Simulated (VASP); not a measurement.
# NaH (Fm-3m) in VASP: G0W0 quasiparticle levels with PBE

Aim: the G0W0 quasiparticle levels of NaH with PBE.

All numbers are computed with VASP 6.6.1; they aren't measurements. Logs are shortened: lines on timing, memory, paths and dates and some standing lists are left out, and cuts for length are marked.

## (1) The cell of the first run

It takes space group Fm-3m (No. 225, cubic). Conventional cell: a = 4.795 Å, b = 4.795 Å, c = 4.795 Å, α = 90.00°, β = 90.00°, γ = 90.00°. Na (site symmetry m-3m) has 6 H at 2.40 Å within 3.2 Å. H (site symmetry m-3m) has 6 Na at 2.40 Å within 3.2 Å.

## (2) G0W0 quasiparticle levels, PBE

POSCAR

```
NaH
1.0
    0.0000000000      2.3975126473      2.3975126473
    2.3975126473      0.0000000000      2.3975126473
    2.3975126473      2.3975126473      0.0000000000
Na H
1 1
Direct
    0.0000000000      0.0000000000      0.0000000000
    0.5000000000      0.5000000000      0.5000000000
```

INCAR.step1

```
SYSTEM = NaH
PREC = Accurate ; ENCUT = 500
EDIFF = 1E-8 ; ISMEAR = 0
SIGMA = 0.01 ; LREAL = .FALSE.
LASPH = .TRUE. ; NELM = 80
ALGO = Normal ; LWAVE = .TRUE.
LCHARG = .FALSE. ; GGA = PE
```

INCAR.step2

```
SYSTEM = NaH
PREC = Accurate ; ENCUT = 500
EDIFF = 1E-8 ; ISMEAR = 0
SIGMA = 0.01 ; LREAL = .FALSE.
LASPH = .TRUE. ; NELM = 1
ALGO = Exact ; LWAVE = .TRUE.
LCHARG = .FALSE. ; GGA = PE
NBANDS = 87 ; LOPTICS = .TRUE.
ISTART = 1
```

INCAR.step3

```
SYSTEM = NaH
PREC = Accurate ; ENCUT = 500
EDIFF = 1E-8 ; ISMEAR = 0
SIGMA = 0.01 ; LREAL = .FALSE.
LASPH = .TRUE. ; ALGO = EVGW0
LWAVE = .FALSE. ; LCHARG = .FALSE.
GGA = PE ; NELMGW = 1
NBANDS = 87 ; ENCUTGW = 120.0
NOMEGA = 96 ; PRECFOCK = Fast
ISTART = 1 ; NBANDSGW = 13
OMEGAMAX = 30
```

KPOINTS

```
Automatic mesh
0
G
  6 6 6
  0 0 0
```

Potentials or basis: VASP PAW PBE potentials, release 64 (Na_sv_GW, H_GW).

Launch:

```sh
> cat potpaw_PBE.64/Na_sv_GW/POTCAR potpaw_PBE.64/H_GW/POTCAR > POTCAR
> cp INCAR.step1 INCAR
> mpirun -np 1 vasp_std > vasp.out
> cp INCAR.step2 INCAR
> mpirun -np 1 vasp_std > vasp.out
> cp INCAR.step3 INCAR
> mpirun -np 1 vasp_std > vasp.out
```

OUTCAR:

```text
SYSTEM = NaH
   PREC = Accurate
   ENCUT = 500
   EDIFF = 1E-8
   ISMEAR = 0
   LREAL = .FALSE.
   LASPH = .TRUE.
   GGA = PE
   NELMGW = 1
   ENCUTGW = 120.0
   PRECFOCK = Fast
   ISTART = 1

 ion  position               nearest neighbor table
   1  0.000  0.000  0.000-
   2  0.500  0.500  0.500-

  LATTYP: Found a face centered cubic cell.
 ALAT       =     4.7950252946

  Lattice vectors:

 A1 = (   0.0000000000,   2.3975126473,   2.3975126473)
 A2 = (   2.3975126473,   0.0000000000,   2.3975126473)
 A3 = (   2.3975126473,   2.3975126473,   0.0000000000)

Analysis of symmetry for initial positions (statically):
=====================================================================
 Subroutine PRICEL returns:
 Original cell was already a primitive cell.

 Routine SETGRP: Setting up the symmetry group for a
 face centered cubic supercell.

 Subroutine GETGRP returns: Found 48 space group operations
 (whereof 48 operations were pure point group operations)
 out of a pool of 48 trial point group operations.

The static configuration has the point symmetry O_h .

Analysis of symmetry for dynamics (positions and initial velocities):
=====================================================================
 Subroutine PRICEL returns:
 Original cell was already a primitive cell.

 Routine SETGRP: Setting up the symmetry group for a
 face centered cubic supercell.

 Subroutine GETGRP returns: Found 48 space group operations
 (whereof 48 operations were pure point group operations)
 out of a pool of 48 trial point group operations.

The dynamic configuration has the point symmetry O_h .

 Subroutine INISYM returns: Found 48 space group operations
 (whereof 48 operations are pure point group operations),
 and found     1 'primitive' translations

----------------------------------------------------------------------------------------
[... 84 lines left out ...]
   EDIFF  = 0.1E-07   stopping-criterion for ELM
   LREAL  =      F    real-space projection
   EDIFFG = 0.1E-06   stopping-criterion for IOM
   NSW    =      0    number of steps for IOM
   IBRION =     -1    ionic relax: 0-MD 1-quasi-New 2-CG
   NFREE  =      0    steps in history (QN), initial steepest desc. (CG)
   ISIF   =      0    stress and relaxation
   ISYM   =      3    0-nonsym 1-usesym 2-fastsym
   POTIM  = 0.5000    time-step for ionic-motion
   TEBEG  =    0.0;   TEEND  =   0.0 temperature during run
   PSTRESS=    0.0 pullay stress
   NELECT =      10.0000    total number of electrons
   NUPDOWN=      -1.0000    fix difference up-down
   EMIN   =  10.00;   EMAX   =-10.00  energy-range for DOS
   EFERMI =   0.00;   METHOD = LEGACY
   ISMEAR =     0;   SIGMA  =   0.01  broadening in eV -4-tet -1-fermi 0-gaus
   EFERMI_NEDOS =   21; number of points for ismear=-14 and -15
   IALGO  =     38    algorithm
   IMIX   =      4    mixing-type and parameters
     AMIX     =   0.40;   BMIX     =  1.00
     AMIX_MAG =   1.60;   BMIX_MAG =  1.00
  volume/ion in A,a.u.               =      13.78        93.00
  Fermi-wavevector in a.u.,A,eV,Ry     =   1.167626  2.206494 18.549524  1.363352
  Thomas-Fermi vector in A             =   2.304124
   LORBIT       =      0    0 simple, 1 ext, 2 COOP (PROOUT), +10 PAW based schemes
   GGA     = PE    functional components
   LHFCALC =     T    Hartree Fock is set to
   PRECFOCK=fast      Normal, Fast or Accurate (Low or Medium for compatibility)
   ENCUT4O =  -1.0   cutoff for four orbital integrals eV
   NKREDX  =     1    reduce k-point grid by
   NKREDY  =     1    reduce k-point grid by
   NKREDZ  =     1    reduce k-point grid by
   AEXX    =    1.0000 exact exchange contribution
   HFSCREEN=    0.0000 screening length (either q_TF or 0.3 A-1)
   HFSCREENC=   0.0000 screening length for correlation (either q_TF or 0.3 A-1)
   ENCUTFOCK=  -1.0 apply spherical cutoff to Coloumb kernel
   IVDW    =     0    specifies the selected vdW correction
   LEPSILON=     F    determine dielectric tensor
   LRPA    =     F    only Hartree local field effects (RPA)
   LRPAFORCE           =     F    calculate RPA forces
   ENCUTGW             = 120.0    cutoff for response function in eV
   ENCUTGWSOFT         =  96.0    soft cutoff for Coulomb kernel in GW response function in eV
   ENCUTLF             =  -1.0    cutoff for local field effects
   NELMGW              =     1    number of iterations in solving QP/BSE equation
   NELMHF              =     1    number of iterations in the inner HF iteration
   NKREDLFX            =     1    NKREDLFY  =   1   NKREDLFZ  =   1
 non-spin polarized calculation
 Gauss-broadening in eV      SIGMA  =   0.01
  energy-cutoff  :      500.00
  volume of cell :       27.56
 maximum number of plane-waves:       725
 NGX is ok and might be reduce to    28
  NGX = 14; NGY = 14; NGZ = 14
   NGX = 13   NGY = 13   NGZ = 13
 maximum number of plane-waves:        92
 NGX is ok and might be reduce to    14

 QP shifts <psi_nk| G(iteration)W_0 |psi_nk>: iteration 1
 for sc-GW calculations column KS-energies equals QP-energies in previous step
 and V_xc(KS)=  KS-energies - (<T + V_ion + V_H > + <T+V_H+V_ion>^1  + <V_x>^1)

 k-point   1 :       0.0000    0.0000    0.0000
  band No.  KS-energies  QP-energies   sigma(KS)   V_xc(KS)     V^pw_x(r,r')   Z            occupation Imag(sigma)

      1     -51.2685     -59.9564     -41.3242     -29.2635     -49.1299       0.7203       2.0000       0.3366
      2     -23.1699     -28.4108     -35.3628     -28.3907     -41.4277       0.7517       2.0000       0.1210
      3     -23.1699     -28.4108     -35.3628     -28.3907     -41.4277       0.7517       2.0000       0.1210
      4     -23.1699     -28.4108     -35.3628     -28.3907     -41.4277       0.7517       2.0000       0.1210
      5      -4.7813      -6.3319     -11.1943      -8.9103     -13.9485       0.6789       2.0000       0.2552
      6       9.5326      10.4172      -9.5361     -10.8030      -4.9619       0.6983       0.0000      -0.3711
      7      14.6682      15.2106      -5.7726      -6.4634      -1.2546       0.7853       0.0000      -0.8106
      8      14.6682      15.2106      -5.7726      -6.4634      -1.2546       0.7853       0.0000      -0.8106
      9      14.6682      15.2106      -5.7726      -6.4634      -1.2546       0.7853       0.0000      -0.8106
     10      15.5868      16.8529      -7.2730      -8.7693      -2.8619       0.8461       0.0000      -0.9715
     11      15.5868      16.8529      -7.2730      -8.7693      -2.8619       0.8461       0.0000      -0.9715
     12      15.5868      16.8529      -7.2730      -8.7693      -2.8619       0.8461       0.0000      -0.9715
     13      16.5140      16.8428      -5.0214      -5.4083      -0.5889       0.8496       0.0000      -1.3499
[... 242 lines left out ...]
      1     -51.2585     -60.1027     -41.3440     -29.2833     -49.1495       0.7333       2.0000       0.3360
      2     -23.2458     -28.3985     -35.1461     -28.1950     -41.2015       0.7413       2.0000       0.1250
      3     -23.2178     -28.3895     -35.2272     -28.2699     -41.2876       0.7433       2.0000       0.1229
      4     -23.2055     -28.3871     -35.2660     -28.3005     -41.3264       0.7439       2.0000       0.1228
      5      -1.1538      -2.6809     -12.6411     -10.5876     -14.2415       0.7437       2.0000       0.0917
      6       4.1953       4.8609      -6.6591      -7.4999      -3.4909       0.7917       0.0000      -0.0981
      7       6.0925       6.7530      -6.3749      -7.2280      -2.8213       0.7743       0.0000      -0.1343
      8       7.7633       8.6737      -7.0114      -8.1982      -3.1803       0.7672       0.0000      -0.1751
      9      14.0435      14.6495      -6.2186      -6.9854      -1.7355       0.7902       0.0000      -0.7983
     10      14.2341      15.2387      -8.0204      -9.3028      -3.3255       0.7834       0.0000      -0.8333
     11      19.9758      21.3473      -7.2797      -8.9117      -2.5266       0.8404       0.0000      -1.3278
     12      20.1065      20.9856      -5.8435      -6.8698      -1.3350       0.8566       0.0000      -1.3535
     13      24.0350      25.4520      -7.2664      -8.9888      -2.3632       0.8227       0.0000      -1.5633
```

OUTCAR.step2:

```text
SYSTEM = NaH
   PREC = Accurate
   ENCUT = 500
   EDIFF = 1E-8
[... 866 lines left out ...]
  --------------------------------------------------------------------------------------------------------------
     0.00000     3.17472     3.17472     3.17472     0.00000     0.00000    -0.00000
     2.05196     3.46575     3.46575     3.46575     0.00000     0.00000    -0.00000
     4.10393     5.51149     5.51149     5.51149    -0.00000     0.00000    -0.00000
     6.15589    -3.12683    -3.12683    -3.12683     0.00000     0.00000    -0.00000
     8.20786     0.36334     0.36334     0.36334    -0.00000    -0.00000    -0.00000
    10.25982    -0.13440    -0.13440    -0.13440    -0.00000    -0.00000     0.00000
[... 92 lines left out ...]
   201.09246     0.98865     0.98865     0.98865    -0.00000    -0.00000     0.00000
   203.14443     0.98893     0.98893     0.98893    -0.00000    -0.00000     0.00000
```

Run time: 4.3 min. Hardware: 1 thread of Intel Xeon Platinum 8259CL at 2.50GHz (Skylake/Cascade Lake), shared host; peak memory 0.47 GiB.

Results:

```
Quasiparticle gap                                   : 6.09 eV
Least direct quasiparticle gap                      : 6.97 eV
Band gap of the starting levels on the mesh         : 3.85 eV
Least direct gap of the starting levels on the mesh : 4.68 eV
```

Caveat: the k points lie up to 0.38 Å⁻¹ apart; bands, screening cutoff and mesh are small and nothing is extrapolated, so the quasiparticle values aren't converged.
